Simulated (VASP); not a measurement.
# TiB2 (P6/mmm) in VASP: a series of runs

The runs below take TiB2 through relaxation of cell and atoms, with LDA, r2SCAN+D4.

Everything below comes from runs of VASP 6.6.1. Logs are shortened: lines on timing, memory, paths and dates and some standing lists are left out, and cuts for length are marked.

**1. The cell of the first run**

Symmetry: P6/mmm, No. 191, hexagonal system. Conventional cell: a = 3.029 Å, b = 3.029 Å, c = 3.228 Å, α = 90.00°, β = 90.00°, γ = 120.00°. Within 3.1 Å of Ti (site symmetry 6/mmm) lie 12 B at 2.38 Å and 6 Ti at 3.03 Å. Within 2.3 Å of B (site symmetry -6m2) lie 3 B at 1.75 Å.

**2. Relaxation of cell and atoms, LDA**

INCAR

```
SYSTEM = TiB2
ALGO = Normal
EDIFF = 1E-7
EDIFFG = -0.01
ENCUT = 600
IBRION = 2
ISIF = 3
ISMEAR = 1
LASPH = .TRUE.
LCHARG = .FALSE.
LREAL = .FALSE.
LWAVE = .FALSE.
NELM = 80
NSW = 80
PREC = Accurate
SIGMA = 0.05
```

KPOINTS

```
k-points
0
G
  13 13 10
  0 0 0
```

POSCAR

```
TiB2
1.0
    3.0292000000      0.0000000000      0.0000000000
   -1.5146000000      2.6233640000      0.0000000000
    0.0000000000      0.0000000000      3.2284000000
Ti B
1 2
Direct
    0.0000000000      0.0000000000      0.0000000000
    0.3333333333      0.6666666667      0.5000000000
    0.6666666667      0.3333333333      0.5000000000
```

Potentials or basis: VASP PAW LDA potentials, release 64 (Ti_sv, B).

Launch:

```bash
cat potpaw_LDA.64/Ti_sv/POTCAR potpaw_LDA.64/B/POTCAR > POTCAR
mpirun -np 1 vasp_std > vasp.out
```

OUTCAR:

```text
SYSTEM = TiB2
   EDIFF = 1E-7
   EDIFFG = -0.01
   ENCUT = 600
   IBRION = 2
   ISIF = 3
   ISMEAR = 1
   LASPH = .TRUE.
   LREAL = .FALSE.
   NELM = 80
   NSW = 80
   PREC = Accurate

 ion  position               nearest neighbor table
   1  0.000  0.000  0.000-   2 2.38   2 2.38   3 2.38   3 2.38   2 2.38   3 2.38   2 2.38   3 2.38
                             3 2.38   3 2.38   2 2.38   2 2.38
   2  0.333  0.667  0.500-   3 1.75   3 1.75   3 1.75   1 2.38   1 2.38   1 2.38   1 2.38   1 2.38
                             1 2.38
   3  0.667  0.333  0.500-   2 1.75   2 1.75   2 1.75   1 2.38   1 2.38   1 2.38   1 2.38   1 2.38
                             1 2.38

  LATTYP: Found a hexagonal cell.
 ALAT       =     3.0292000000
 C/A-ratio  =     1.0657599366

  Lattice vectors:

 A1 = (   3.0292000000,   0.0000000000,   0.0000000000)
 A2 = (  -1.5146000000,   2.6233640000,   0.0000000000)
 A3 = (   0.0000000000,   0.0000000000,   3.2284000000)

Analysis of symmetry for initial positions (statically):
=====================================================================
 Subroutine PRICEL returns:
 Original cell was already a primitive cell.

 Routine SETGRP: Setting up the symmetry group for a
 hexagonal supercell.

 Subroutine GETGRP returns: Found 24 space group operations
 (whereof 24 operations were pure point group operations)
 out of a pool of 24 trial point group operations.

The static configuration has the point symmetry D_6h.

Analysis of symmetry for dynamics (positions and initial velocities):
=====================================================================
 Subroutine PRICEL returns:
 Original cell was already a primitive cell.

 Routine SETGRP: Setting up the symmetry group for a
 hexagonal supercell.

 Subroutine GETGRP returns: Found 24 space group operations
 (whereof 24 operations were pure point group operations)
 out of a pool of 24 trial point group operations.

The dynamic configuration has the point symmetry D_6h.

 Subroutine INISYM returns: Found 24 space group operations
 (whereof 24 operations are pure point group operations),
 and found     1 'primitive' translations

----------------------------------------------------------------------------------------

                                     Primitive cell

  volume of cell :      25.6551

  direct lattice vectors                    reciprocal lattice vectors
     3.029200000  0.000000000  0.000000000     0.330120164  0.190594977  0.000000000
    -1.514600000  2.623364000  0.000000000     0.000000000  0.381189953  0.000000000
     0.000000000  0.000000000  3.228400000     0.000000000  0.000000000  0.309750960

  length of vectors
     3.029200000  3.029199867  3.228400000     0.381189936  0.381189953  0.309750960

  position of ions in fractional coordinates (direct lattice)
     0.000000000  0.000000000  0.000000000
     0.333333333  0.666666667  0.500000000
     0.666666667  0.333333333  0.500000000

  ion indices of the primitive-cell ions
   primitive index   ion index
                 1           1
                 2           2
                 3           3

----------------------------------------------------------------------------------------

 KPOINTS: k-points

Automatic generation of k-mesh.
 Grid dimensions read from file:
 generate k-points for:   13   13   10

 Generating k-lattice:

  Cartesian coordinates                     Fractional coordinates (reciprocal lattice)
     0.025393859  0.014661152  0.000000000     0.076923077  0.000000000  0.000000000
     0.000000000  0.029322304  0.000000000     0.000000000  0.076923077  0.000000000
     0.000000000  0.000000000  0.030975096     0.000000000  0.000000000  0.100000000

  Length of vectors
     0.029322303  0.029322304  0.030975096

  Shift w.r.t. Gamma in fractional coordinates (k-lattice)
     0.000000000  0.000000000  0.000000000

 Subroutine IBZKPT returns following result:
 ===========================================

 Found    126 irreducible k-points:

 Following reciprocal coordinates:
            Coordinates               Weight
  0.000000  0.000000  0.000000      1.000000
  0.076923  0.000000  0.000000      6.000000
  0.153846  0.000000  0.000000      6.000000
  0.230769  0.000000  0.000000      6.000000
  0.307692  0.000000  0.000000      6.000000
  0.384615  0.000000  0.000000      6.000000
[... 16 lines left out ...]
  0.076923  0.000000  0.100000     12.000000
  0.153846  0.000000  0.100000     12.000000
 [... further k-points ...]
   k-points           NKPTS =    126   k-points in BZ     NKDIM =    126   number of bands    NBANDS=     13
   number of dos      NEDOS =    301   number of ions     NIONS =      3
   total plane-waves  NPLWV =  16128
   dimension x,y,z NGX =    24 NGY =   24 NGZ =   28
   dimension x,y,z NGXF=    48 NGYF=   48 NGZF=   56
   ions per type =               1   2
   NGX,Y,Z   is equivalent  to a cutoff of  13.17, 13.17, 14.42 a.u.
   NGXF,Y,Z  is equivalent  to a cutoff of  26.34, 26.34, 28.84 a.u.
 SYSTEM =  TiB2
   PREC   = accura    normal or accurate (medium, high low for compatibility)
   ISTART =      0    job   : 0-new  1-cont  2-samecut
   ICHARG =      2    charge: 1-file 2-atom 10-const
   ISPIN  =      1    spin polarized calculation?
   LNONCOLLINEAR =      F non collinear calculations
   LSORBIT =      F    spin-orbit coupling
   LASPH  =      T    aspherical Exc in radial PAW
   ENCUT  =  600.0 eV  44.10 Ry    6.64 a.u.   6.05  6.05  6.45*2*pi/ulx,y,z
   NELM   =     80;   NELMIN=  2; NELMDL= -5     # of ELM steps
   EDIFF  = 0.1E-06   stopping-criterion for ELM
   LREAL  =      F    real-space projection
   EDIFFG = -.1E-01   stopping-criterion for IOM
   NSW    =     80    number of steps for IOM
   IBRION =      2    ionic relax: 0-MD 1-quasi-New 2-CG
   NFREE  =      1    steps in history (QN), initial steepest desc. (CG)
   ISIF   =      3    stress and relaxation
   ISYM   =      2    0-nonsym 1-usesym 2-fastsym
   POTIM  = 0.5000    time-step for ionic-motion
   TEBEG  =    0.0;   TEEND  =   0.0 temperature during run
   PSTRESS=    0.0 pullay stress
   NELECT =      18.0000    total number of electrons
   NUPDOWN=      -1.0000    fix difference up-down
   EMIN   =  10.00;   EMAX   =-10.00  energy-range for DOS
   EFERMI =   0.00;   METHOD = LEGACY
   ISMEAR =     1;   SIGMA  =   0.05  broadening in eV -4-tet -1-fermi 0-gaus
   EFERMI_NEDOS =   21; number of points for ismear=-14 and -15
   IALGO  =     38    algorithm
   IMIX   =      4    mixing-type and parameters
     AMIX     =   0.40;   BMIX     =  1.00
     AMIX_MAG =   1.60;   BMIX_MAG =  1.00
  volume/ion in A,a.u.               =       8.55        57.71
  Fermi-wavevector in a.u.,A,eV,Ry     =   1.454703  2.748990 28.792123  2.116161
  Thomas-Fermi vector in A             =   2.571823
   LORBIT       =      0    0 simple, 1 ext, 2 COOP (PROOUT), +10 PAW based schemes
   GGA     = CA    functional components
   LHFCALC =     F    Hartree Fock is set to
   AEXX    =    0.0000 exact exchange contribution
   IVDW    =     0    specifies the selected vdW correction
   LEPSILON=     F    determine dielectric tensor
   LRPA    =     F    only Hartree local field effects (RPA)
 conjugate gradient relaxation of ions
 non-spin polarized calculation
 Methfessel and Paxton  Order N= 1 SIGMA  =   0.05
  energy-cutoff  :      600.00
  volume of cell :       25.66
 maximum number of plane-waves:       874
   NGX = 13   NGY = 13   NGZ = 13

--------------------------------------- Ionic step        1  -------------------------------------------

 number of electron      18.0000002 magnetization

 Free energy of the ion-electron system (eV)
  ---------------------------------------------------
  ext. energy  EPLUGINS =         0.00000000
  ---------------------------------------------------
  free energy    TOTEN  =       -26.88497523 eV

  energy without entropy =      -26.88487429  energy(sigma->0) =      -26.88494158

 E-fermi :   9.9511     XC(G=0): -12.9523

 val. band max:        9.8866516008   @ k =   0.2308   0.2308   0.0000
 cond. band min:       9.9596083531   @ k =   0.0769   0.0000   0.4000
 fundamental gap:      0.0729567523
 Fermi energy:         9.9511480748

 k-point     1 :       0.0000    0.0000    0.0000
  band No.  band energies     occupation
      1     -46.3234      2.00000
      2     -23.0644      2.00000
      3     -22.7430      2.00000
      4     -22.7430      2.00000
      5      -3.3735      2.00000
      6       7.3321      2.00000
      7       7.3321      2.00000
      8       7.6637      2.00000
      9       7.8049      2.00000
     10      11.7926      0.00000
     11      11.7926      0.00000
     12      13.5542      0.00000
     13      13.5542      0.00000
[... 353 lines left out ...]
 k-point    24 :       0.1538    0.0000    0.1000
  band No.  band energies     occupation
      1     -46.3095      2.00000
      2     -23.0685      2.00000
      3     -22.8336      2.00000
      4     -22.7623      2.00000
      5      -2.8031      2.00000
      6       6.2254      2.00000
      7       6.5566      2.00000
      8       7.2840      2.00000
      9       8.5981      2.00000
     10      11.3013      0.00000
     11      11.8074      0.00000
     12      12.9288      0.00000
     13      12.9615      0.00000

 [... further k-points ...]
[... 5 lines left out ...]
  --------------------------------------------------------------------------------------
  -------------------------------------------------------------------------------------
  Total       -1.6579764     -1.6579762     -1.8665966      0.0000000     -0.0000000     -0.0000000
  in kB     -103.5416486   -103.5416365   -116.5701142      0.0000000     -0.0000000     -0.0000000
  external PRESSURE =    -107.8844664 kB  Pullay stress =       0.0000000 kB
[... 170 lines left out ...]
  energy  without entropy=      -26.9228399788  energy(sigma->0) =      -26.92304658

--------------------------------------- Ionic step        6  -------------------------------------------

 number of electron      18.0000003 magnetization

 Free energy of the ion-electron system (eV)
  ---------------------------------------------------
  ext. energy  EPLUGINS =         0.00000000
  ---------------------------------------------------
  free energy    TOTEN  =       -26.92315555 eV

  energy without entropy =      -26.92282559  energy(sigma->0) =      -26.92304556

 E-fermi :  10.4377     XC(G=0): -13.1645

 val. band max:       10.4313873697   @ k =   0.0769   0.0000   0.4000
 cond. band min:      10.4455252238   @ k =   0.0769   0.0769   0.3000
 fundamental gap:      0.0141378541
 Fermi energy:        10.4377473022

 k-point     1 :       0.0000    0.0000    0.0000
  band No.  band energies     occupation
      1     -45.7139      2.00000
      2     -22.4584      2.00000
      3     -22.1201      2.00000
      4     -22.1201      2.00000
      5      -3.1017      2.00000
      6       7.6683      2.00000
      7       7.6683      2.00000
      8       8.2141      2.00000
      9       8.2494      2.00000
     10      12.4215      0.00000
     11      12.4215      0.00000
     12      14.3143      0.00000
     13      14.3143      0.00000
[... 353 lines left out ...]
 k-point    24 :       0.1538    0.0000    0.1000
  band No.  band energies     occupation
      1     -45.6974      2.00000
      2     -22.4650      2.00000
      3     -22.2236      2.00000
      4     -22.1419      2.00000
      5      -2.5087      2.00000
      6       6.5715      2.00000
      7       7.0294      2.00000
      8       7.6413      2.00000
      9       9.0602      2.00000
     10      11.8803      0.00000
     11      12.4352      0.00000
     12      13.6362      0.00000
     13      13.6838      0.00000

 [... further k-points ...]
[... 5 lines left out ...]
  --------------------------------------------------------------------------------------
  -------------------------------------------------------------------------------------
  Total        0.0257549      0.0257549      0.0225820      0.0000000     -0.0000000      0.0000000
  in kB        1.6800404      1.6800402      1.4730683      0.0000000     -0.0000000      0.0000000
  external PRESSURE =       1.6110496 kB  Pullay stress =       0.0000000 kB
[... 18 lines left out ...]
  FREE ENERGIE OF THE ION-ELECTRON SYSTEM (eV)
  ---------------------------------------------------
  free  energy   TOTEN  =       -26.9231555464 eV

  energy  without entropy=      -26.9228255885  energy(sigma->0) =      -26.92304556

 reached required accuracy - stopping structural energy minimisation
```

It took 58 s on 1 thread of Intel Xeon 6975P-C (Granite Rapids), shared host; peak memory 0.18 GiB.

What came out:

```
Free energy                            : -26.9232 eV
Relaxed volume                         : 8.19 Å³/atom
Relaxed cell                           : a = 2.995 Å, b = 2.995 Å, c = 3.163 Å, α = 90.00°, β = 90.00°, γ = 120.00°
Space group after relaxing (to 0.05 Å) : P6/mmm (No. 191)
Energy gained by relaxing              : 12.7 meV/atom
Ionic steps                            : 6
Pressure after relaxing                : 0.2 GPa
Band gap on the k mesh                 : zero (band 9 reaches 10.72 eV, above the bottom of band 10 at 10.16 eV)
```

Step by step:
```
step  energy change (eV)  largest force (eV/Å)  pressure (GPa)  volume (Å³)
   1              0.0000                0.0000          -10.79        25.66
   2              0.0019                0.0000           12.85        23.58
   3             -0.0371                0.0000            0.00        24.60
   4             -0.0371                0.0000            0.22        24.58
   5             -0.0382                0.0000            0.16        24.56
   6             -0.0382                0.0000            0.16        24.56
```

Final structure:
```
Ti B
1.0
     2.99460    0.00000    0.00000
    -1.49730    2.59340    0.00000
     0.00000    0.00000    3.16257
Ti B
1 2
Direct
  0.00000 0.00000 0.00000
  0.33333 0.66667 0.50000
  0.66667 0.33333 0.50000
```

(Part 1 of 2 ends here.)
